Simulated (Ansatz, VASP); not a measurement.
BP: VASP beside Ansatz

```
B P
1.0
     0.00000    2.22773    2.22773
     2.22773    0.00000    2.22773
     2.22773    2.22773    0.00000
B P
1 1
Direct
  0.00000 0.00000 0.00000
  0.25000 0.25000 0.25000
```

Alike in both runs: task single point; functional PBE; k mesh 10 × 10 × 10; occupations gaussian, width 0.02 eV; no spin polarisation.

|  | VASP | Ansatz |
| --- | --- | --- |
| version | VASP 6.6.1 | Ansatz 0.2.0 |
| potentials or method | VASP PAW PBE potentials, release 64 (B, P), cutoff 520 eV | scalar-relativistic, plane waves, PAW |
| valence electrons in the cell | 8 | 8 |

|  | VASP | Ansatz | Ansatz less VASP |
| --- | --- | --- | --- |
| gap on the k mesh at the Fermi level (eV) | 1.16 | 1.17 | +0.004 |
| least direct gap on the mesh (eV) | 3.49 | 3.49 | +0.004 |
| pressure (GPa) | 11.0 | 11.3 | +0.29 |
